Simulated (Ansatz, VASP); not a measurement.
## One calculation of CdP, two programs

```
CELL_PARAMETERS angstrom
0.00000 2.95195 2.95195
2.95195 0.00000 2.95195
2.95195 2.95195 0.00000
ATOMIC_POSITIONS crystal
Cd 0.00000 0.00000 0.00000
P 0.75000 0.75000 0.75000
```

Alike in both runs: functional PBE; k mesh 6 × 6 × 6; occupations gaussian, width 0.1 eV; no spin polarisation.

Ansatz relaxed the structure, and its values are those at the end. VASP's run is a single point on that final structure, the one shown.

|  | VASP | Ansatz |
| --- | --- | --- |
| version | VASP 6.6.1 | Ansatz 0.2.0 |
| potentials or method | VASP PAW PBE potentials, release 64 (Cd, P), cutoff 520 eV | scalar-relativistic, plane waves, PAW |
| valence electrons in the cell | 17 | 25 |

Ansatz gave:

```
gap on the k mesh at the Fermi level (eV) : none
pressure (GPa)                            : 0.2
```

Task: Estimate VASP's values.

Result: gap on the k mesh at the Fermi level (eV): none; pressure (GPa): 0.5.

A gap of «none» marks a metal or a gap that the smearing closes. VASP's potentials hold 17 valence electrons a cell and Ansatz's 25, so a difference there can come from the potentials and not from the codes.
